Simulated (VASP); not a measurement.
# GaP (F-43m) in VASP: a series of runs

The runs below take GaP through single point, relaxation of cell and atoms, with LDA.

All numbers are computed with VASP 6.6.1; they aren't measurements. Logs are shortened: lines on timing, memory, paths and dates and some standing lists are left out, and cuts for length are marked.

**Measured values to compare with.**

From “Stacking defects in GaP nanowires: Electronic structure and optical properties”, 2018, arxiv:1810.01194, for a bulk crystal of GaP at 10 K: band gap 2.34 eV (indirect).

How close the calculation comes is told below.

## (1) The cell of the first run

The structure is cubic, space group F-43m (No. 216). The conventional cell has a = 5.391 Å, b = 5.391 Å, c = 5.391 Å, α = 90.00°, β = 90.00°, γ = 90.00°. Within 3.1 Å of Ga (site symmetry -43m) lie 4 P at 2.33 Å. P (site symmetry -43m) has 4 Ga at 2.33 Å within 3.1 Å.

## (2) Single point, LDA

Input file INCAR:

```
PREC = Accurate
ENCUT = 520
EDIFF = 1E-6
ISMEAR = 0
SIGMA = 0.02
LREAL = F
LASPH = T
NELM = 60
ALGO = Normal
ISIF = 2
LWAVE = F
LCHARG = F
NBANDS = 16
```

Input file KPOINTS:

```
regular mesh
0
Gamma
  8 8 8
```

Input file POSCAR:

```
GaP
1.0
    0.0000000000      2.6956501129      2.6956501129
    2.6956501129      0.0000000000      2.6956501129
    2.6956501129      2.6956501129      0.0000000000
Ga P
1 1
Direct
    0.0000000000      0.0000000000      0.0000000000
    0.7500000000      0.7500000000      0.7500000000
```

Potentials or basis: VASP PAW LDA potentials, release 64 (Ga_d, P).

Command:

```sh
> cat potpaw_LDA.64/Ga_d/POTCAR potpaw_LDA.64/P/POTCAR > POTCAR
> mpirun -np 1 vasp_std > vasp.out
```

OUTCAR:

```text
PREC = Accurate
   ENCUT = 520
   EDIFF = 1E-6
   ISMEAR = 0
   LREAL = F
   LASPH = T
   NELM = 60
   ISIF = 2

 ion  position               nearest neighbor table
   1  0.000  0.000  0.000-   2 2.33   2 2.33   2 2.33   2 2.33
   2  0.750  0.750  0.750-   1 2.33   1 2.33   1 2.33   1 2.33

  LATTYP: Found a face centered cubic cell.
 ALAT       =     5.3913002258

  Lattice vectors:

 A1 = (   0.0000000000,   2.6956501129,   2.6956501129)
 A2 = (   2.6956501129,   0.0000000000,   2.6956501129)
 A3 = (   2.6956501129,   2.6956501129,   0.0000000000)

Analysis of symmetry for initial positions (statically):
=====================================================================
 Subroutine PRICEL returns:
 Original cell was already a primitive cell.

 Routine SETGRP: Setting up the symmetry group for a
 face centered cubic supercell.

 Subroutine GETGRP returns: Found 24 space group operations
 (whereof 24 operations were pure point group operations)
 out of a pool of 48 trial point group operations.

The static configuration has the point symmetry T_d .

Analysis of symmetry for dynamics (positions and initial velocities):
=====================================================================
 Subroutine PRICEL returns:
 Original cell was already a primitive cell.

 Routine SETGRP: Setting up the symmetry group for a
 face centered cubic supercell.

 Subroutine GETGRP returns: Found 24 space group operations
 (whereof 24 operations were pure point group operations)
 out of a pool of 48 trial point group operations.

The dynamic configuration has the point symmetry T_d .

 Subroutine INISYM returns: Found 24 space group operations
 (whereof 24 operations are pure point group operations),
 and found     1 'primitive' translations

----------------------------------------------------------------------------------------

                                     Primitive cell

  volume of cell :      39.1760

  direct lattice vectors                    reciprocal lattice vectors
     0.000000000  2.695650113  2.695650113    -0.185484013  0.185484013  0.185484013
     2.695650113  0.000000000  2.695650113     0.185484013 -0.185484013  0.185484013
     2.695650113  2.695650113  0.000000000     0.185484013  0.185484013 -0.185484013

  length of vectors
     3.812224949  3.812224949  3.812224949     0.321267734  0.321267734  0.321267734

  position of ions in fractional coordinates (direct lattice)
[... 72 lines left out ...]
   ICHARG =      2    charge: 1-file 2-atom 10-const
   ISPIN  =      1    spin polarized calculation?
   LNONCOLLINEAR =      F non collinear calculations
   LSORBIT =      F    spin-orbit coupling
   LASPH  =      T    aspherical Exc in radial PAW
   ENCUT  =  520.0 eV  38.22 Ry    6.18 a.u.   7.09  7.09  7.09*2*pi/ulx,y,z
   NELM   =     60;   NELMIN=  2; NELMDL= -5     # of ELM steps
   EDIFF  = 0.1E-05   stopping-criterion for ELM
   LREAL  =      F    real-space projection
   EDIFFG = 0.1E-04   stopping-criterion for IOM
   NSW    =      0    number of steps for IOM
   IBRION =     -1    ionic relax: 0-MD 1-quasi-New 2-CG
   NFREE  =      0    steps in history (QN), initial steepest desc. (CG)
   ISIF   =      2    stress and relaxation
   ISYM   =      2    0-nonsym 1-usesym 2-fastsym
   POTIM  = 0.5000    time-step for ionic-motion
   TEBEG  =    0.0;   TEEND  =   0.0 temperature during run
   PSTRESS=    0.0 pullay stress
   NELECT =      18.0000    total number of electrons
   NUPDOWN=      -1.0000    fix difference up-down
   EMIN   =  10.00;   EMAX   =-10.00  energy-range for DOS
   EFERMI =   0.00;   METHOD = LEGACY
   ISMEAR =     0;   SIGMA  =   0.02  broadening in eV -4-tet -1-fermi 0-gaus
   EFERMI_NEDOS =   21; number of points for ismear=-14 and -15
   IALGO  =     38    algorithm
   IMIX   =      4    mixing-type and parameters
     AMIX     =   0.40;   BMIX     =  1.00
     AMIX_MAG =   1.60;   BMIX_MAG =  1.00
  volume/ion in A,a.u.               =      19.59       132.19
  Fermi-wavevector in a.u.,A,eV,Ry     =   1.263258  2.387212 21.712469  1.595821
  Thomas-Fermi vector in A             =   2.396624
   LORBIT       =      0    0 simple, 1 ext, 2 COOP (PROOUT), +10 PAW based schemes
   GGA     = CA    functional components
   LHFCALC =     F    Hartree Fock is set to
   AEXX    =    0.0000 exact exchange contribution
   IVDW    =     0    specifies the selected vdW correction
   LEPSILON=     F    determine dielectric tensor
   LRPA    =     F    only Hartree local field effects (RPA)
 non-spin polarized calculation
 Gauss-broadening in eV      SIGMA  =   0.02
  energy-cutoff  :      520.00
  volume of cell :       39.18
 maximum number of plane-waves:      1067
   NGX = 15   NGY = 15   NGZ = 15

 number of electron      17.9999998 magnetization

 Free energy of the ion-electron system (eV)
  ---------------------------------------------------
  ext. energy  EPLUGINS =         0.00000000
  ---------------------------------------------------
  free energy    TOTEN  =       -10.45076675 eV

  energy without entropy =      -10.45076675  energy(sigma->0) =      -10.45076675

 E-fermi :   4.9431     XC(G=0): -10.3108

 val. band max:        4.8484711983   @ k =   0.0000   0.0000   0.0000
 cond. band min:       6.2781681302   @ k =   0.5000   0.5000   0.0000
 fundamental gap:      1.4296969319
 Fermi energy:         4.9431136666

 k-point     1 :       0.0000    0.0000    0.0000
  band No.  band energies     occupation
      1      -9.9173      2.00000
      2      -9.9173      2.00000
      3      -9.9173      2.00000
      4      -9.8089      2.00000
      5      -9.8089      2.00000
      6      -7.9120      2.00000
[... 433 lines left out ...]
      3      -9.8702      2.00000
      4      -9.8150      2.00000
      5      -9.8010      2.00000
      6      -5.2877      2.00000
[... 8 lines left out ...]
     15      16.8444      0.00000
     16      17.4333      0.00000

 [... further k-points ...]
[... 5 lines left out ...]
  --------------------------------------------------------------------------------------
  -------------------------------------------------------------------------------------
  Total        0.0187587      0.0187587      0.0187587      0.0000000      0.0000000      0.0000000
  in kB        0.7671706      0.7671706      0.7671706      0.0000000      0.0000000      0.0000000
  external PRESSURE =       0.7671706 kB  Pullay stress =       0.0000000 kB

 VOLUME and BASIS-vectors are now :
 -----------------------------------------------------------------------------
  energy-cutoff  :      520.00
  volume of cell :       39.18
      direct lattice vectors                 reciprocal lattice vectors
     0.000000000  2.695650113  2.695650113    -0.185484013  0.185484013  0.185484013
     2.695650113  0.000000000  2.695650113     0.185484013 -0.185484013  0.185484013
     2.695650113  2.695650113  0.000000000     0.185484013  0.185484013 -0.185484013

 POSITION                                       TOTAL-FORCE (eV/Angst)
 -----------------------------------------------------------------------------------
      0.00000      0.00000      0.00000        -0.000000      0.000000     -0.000000
      4.04348      4.04348      4.04348         0.000000     -0.000000      0.000000
 -----------------------------------------------------------------------------------
    total drift:                               -0.000000     -0.000000     -0.000000

  FREE ENERGIE OF THE ION-ELECTRON SYSTEM (eV)
  ---------------------------------------------------
  free  energy   TOTEN  =       -10.4507667512 eV

  energy  without entropy=      -10.4507667512  energy(sigma->0) =      -10.45076675
```

OSZICAR:

```text
N       E                     dE             d eps       ncg     rms          rms(c)
DAV:   1     0.820498876371E+02    0.82050E+02   -0.91074E+03   960   0.163E+03
DAV:   2    -0.426276610972E+01   -0.86313E+02   -0.82220E+02  1040   0.321E+02
DAV:   3    -0.106776254133E+02   -0.64149E+01   -0.63931E+01  1168   0.673E+01
DAV:   4    -0.107830219751E+02   -0.10540E+00   -0.10537E+00  1128   0.924E+00
DAV:   5    -0.107851602573E+02   -0.21383E-02   -0.21382E-02  1192   0.119E+00    0.449E+00
DAV:   6    -0.105062498118E+02    0.27891E+00   -0.36638E-01  1416   0.106E+01    0.289E+00
DAV:   7    -0.104555044003E+02    0.50745E-01   -0.89714E-02  1272   0.212E+00    0.108E+00
DAV:   8    -0.104508043832E+02    0.47000E-02   -0.11803E-02  1112   0.120E+00    0.210E-01
DAV:   9    -0.104507620670E+02    0.42316E-04   -0.10134E-03  1328   0.411E-01    0.618E-02
DAV:  10    -0.104507608315E+02    0.12356E-05   -0.58382E-05  1424   0.903E-02    0.264E-02
DAV:  11    -0.104507670376E+02   -0.62061E-05   -0.99253E-06  1176   0.466E-02    0.857E-03
DAV:  12    -0.104507667512E+02    0.28641E-06   -0.53209E-07   808   0.867E-03
   1 F= -.10450767E+02 E0= -.10450767E+02  d E =-.124481E-13
```

stdout:

```text
POSCAR found type information on POSCAR GaP
 POSCAR found :  2 types and       2 ions
 scaLAPACK will be used
 LDA part: xc-table for (Slater(with rela. corr.)+CA(PZ))
 , standard interpolation
 POSCAR, INCAR and KPOINTS ok, starting setup
 FFT: planning ... GRIDC
 FFT: planning ... GRID_SOFT
 FFT: planning ... GRID
 WAVECAR not read
 entering main loop
```

Run time: 6.4 s. Hardware: 1 thread of Intel Xeon 6975P-C (Granite Rapids), shared host; peak memory 0.14 GiB.

What came out:

| Quantity | Value |
| --- | --- |
| Free energy | -10.4508 eV |
| Pressure | 0.1 GPa |
| Band gap on the k mesh | 1.43 eV, indirect (least direct gap 1.91 eV) |

## (3) Single point, LDA

INCAR, as its differences from that of step 2:

```diff
@@ -4,6 +4,6 @@
 ISMEAR = 0
-SIGMA = 0.02
+SIGMA = 0.01
 LREAL = F
 LASPH = T
-NELM = 60
+NELM = 80
 ALGO = Normal
```

KPOINTS is that of step 2.

POSCAR is that of step 2.

Potentials or basis: VASP PAW LDA potentials, release 64 (Ga_d, P).

Command:

```sh
> cat potpaw_LDA.64/Ga_d/POTCAR potpaw_LDA.64/P/POTCAR > POTCAR
> mpirun -np 1 vasp_std > vasp.out
```

OUTCAR:

```text
PREC = Accurate
   ENCUT = 520
   EDIFF = 1E-6
   ISMEAR = 0
   LREAL = F
   LASPH = T
   NELM = 80
   ISIF = 2

 ion  position               nearest neighbor table
   1  0.000  0.000  0.000-   2 2.33   2 2.33   2 2.33   2 2.33
   2  0.750  0.750  0.750-   1 2.33   1 2.33   1 2.33   1 2.33

  LATTYP: Found a face centered cubic cell.
 ALAT       =     5.3913002258

  Lattice vectors:

 A1 = (   0.0000000000,   2.6956501129,   2.6956501129)
 A2 = (   2.6956501129,   0.0000000000,   2.6956501129)
[... 624 lines left out ...]
      3      -9.8702      2.00000
      4      -9.8150      2.00000
      5      -9.8010      2.00000
      6      -5.2877      2.00000
[... 8 lines left out ...]
     15      16.8444      0.00000
     16      17.4333      0.00000

 [... further k-points ...]
[... 5 lines left out ...]
  --------------------------------------------------------------------------------------
  -------------------------------------------------------------------------------------
  Total        0.0187587      0.0187587      0.0187587      0.0000000      0.0000000     -0.0000000
  in kB        0.7671702      0.7671702      0.7671702      0.0000000      0.0000000     -0.0000000
  external PRESSURE =       0.7671702 kB  Pullay stress =       0.0000000 kB

 VOLUME and BASIS-vectors are now :
 -----------------------------------------------------------------------------
  energy-cutoff  :      520.00
  volume of cell :       39.18
      direct lattice vectors                 reciprocal lattice vectors
     0.000000000  2.695650113  2.695650113    -0.185484013  0.185484013  0.185484013
     2.695650113  0.000000000  2.695650113     0.185484013 -0.185484013  0.185484013
     2.695650113  2.695650113  0.000000000     0.185484013  0.185484013 -0.185484013

 POSITION                                       TOTAL-FORCE (eV/Angst)
 -----------------------------------------------------------------------------------
      0.00000      0.00000      0.00000        -0.000000     -0.000000     -0.000000
      4.04348      4.04348      4.04348         0.000000      0.000000      0.000000
 -----------------------------------------------------------------------------------
    total drift:                               -0.000000     -0.000000     -0.000000

  FREE ENERGIE OF THE ION-ELECTRON SYSTEM (eV)
  ---------------------------------------------------
  free  energy   TOTEN  =       -10.4507667512 eV

  energy  without entropy=      -10.4507667512  energy(sigma->0) =      -10.45076675
```

OSZICAR:

```text
N       E                     dE             d eps       ncg     rms          rms(c)
DAV:   1     0.820501506648E+02    0.82050E+02   -0.91074E+03   960   0.163E+03
DAV:   2    -0.426276610972E+01   -0.86313E+02   -0.82220E+02  1040   0.321E+02
DAV:   3    -0.106776254133E+02   -0.64149E+01   -0.63931E+01  1168   0.673E+01
DAV:   4    -0.107830219751E+02   -0.10540E+00   -0.10537E+00  1128   0.924E+00
DAV:   5    -0.107851602573E+02   -0.21383E-02   -0.21382E-02  1192   0.119E+00    0.449E+00
DAV:   6    -0.105062498118E+02    0.27891E+00   -0.36638E-01  1416   0.106E+01    0.289E+00
DAV:   7    -0.104555044003E+02    0.50745E-01   -0.89714E-02  1272   0.212E+00    0.108E+00
DAV:   8    -0.104508043832E+02    0.47000E-02   -0.11803E-02  1112   0.120E+00    0.210E-01
DAV:   9    -0.104507620671E+02    0.42316E-04   -0.10134E-03  1328   0.411E-01    0.618E-02
DAV:  10    -0.104507608314E+02    0.12356E-05   -0.58382E-05  1424   0.903E-02    0.264E-02
DAV:  11    -0.104507670376E+02   -0.62062E-05   -0.99253E-06  1176   0.466E-02    0.857E-03
DAV:  12    -0.104507667512E+02    0.28641E-06   -0.53209E-07   808   0.867E-03
   1 F= -.10450767E+02 E0= -.10450767E+02  d E =-.415404E-43
```

Wall time 6.4 s (1 thread of Intel Xeon 6975P-C (Granite Rapids), shared host); peak memory 0.14 GiB.

Results:

* Free energy: -10.4508 eV
* Pressure: 0.1 GPa
* Band gap on the k mesh: 1.43 eV, indirect (least direct gap 1.91 eV)

A k mesh can miss the band edges.

## (4) Relaxation of cell and atoms, LDA

Input file INCAR:

```
PREC = Accurate
ENCUT = 600
EDIFF = 1E-6
ISMEAR = 0
SIGMA = 0.01
LREAL = False
LASPH = True
NELM = 60
ALGO = Normal
ISIF = 3
LWAVE = False
LCHARG = False
GGA = CA
IBRION = 2
NSW = 80
EDIFFG = -0.001
```

Input file KPOINTS:

```
Automatic mesh
0
Gamma
  8 8 8
```

POSCAR is that of step 3.

Command:

```sh
> cat potpaw_LDA.64/Ga_d/POTCAR potpaw_LDA.64/P/POTCAR > POTCAR
> mpirun -np 1 vasp_std > vasp.out
```

It took 17 s on 1 thread of Intel Xeon 6975P-C (Granite Rapids), shared host; peak memory 0.16 GiB.

It converged, with:

```yaml
Free_energy: -10.4508 eV
Relaxed_volume: 19.61 Å³/atom
Relaxed_cell: a = 3.814 Å, b = 3.814 Å, c = 3.814 Å, α = 60.00°, β = 60.00°, γ = 60.00°
Space_group_after_relaxing_to_0.05_Å: F-43m (No. 216)
Energy_gained_by_relaxing: 0.0 meV/atom
Ionic_steps: 7
Pressure_after_relaxing: 0.0 GPa
Band_gap_on_the_k_mesh: 1.43 eV, indirect (least direct gap 1.90 eV)
```

Final structure:
```
CELL_PARAMETERS angstrom
0.00000 2.69659 2.69659
2.69659 0.00000 2.69659
2.69659 2.69659 0.00000
ATOMIC_POSITIONS crystal
Ga 0.00000 0.00000 0.00000
P 0.75000 0.75000 0.75000
```

Levels at points of the mesh, in eV from the valence-band top:
```
           k point  band 7  band 8  band 9  band 10  band 11  band 12
(0.00, 0.00, 0.00)    0.00    0.00    0.00     1.90     3.78     3.78
(0.50, 0.00, 0.00)   -6.89   -1.18   -1.18     1.61     4.62     4.62
(0.50, 0.50, 0.00)   -6.99   -2.82   -2.82     1.43     1.65    10.69
```

## (5) The runs side by side

```tsv
task	cell	cutoff (eV)	smearing	gap on the mesh (eV)	pressure (GPa)
single point	a = 3.812 Å, angles 60.0°, 2 atoms	520	gaussian 0.02 eV	1.43	0.1
single point	a = 3.812 Å, angles 60.0°, 2 atoms	520	gaussian 0.01 eV	1.43	0.1
relaxation of cell and atoms	relaxed from a = 3.812 Å, angles 60.0°, 2 atoms	600	gaussian 0.01 eV	1.43	0.0
```

Alike in all rows: level LDA; potentials or basis VASP PAW LDA potentials, release 64 (Ga_d, P); no spin polarisation; k mesh 8 × 8 × 8.

Total energies depend on the potentials used, so only differences within one code and one set of settings carry meaning.

## (6) Comparison with measurements

Step 2. Measured gap of GaP: 2.34 eV (indirect; 10 K; quoted in “Stacking defects in GaP nanowires: Electronic structure and optical properties”, 2018, arxiv:1810.01194). This calculation gives 1.43 eV (-0.91 eV). Spin-orbit coupling on Ga is left out. The value is that of LDA on a finite k mesh, which can miss the band edges, without temperature or zero-point motion. Semilocal functionals fall short of measured gaps as a rule.
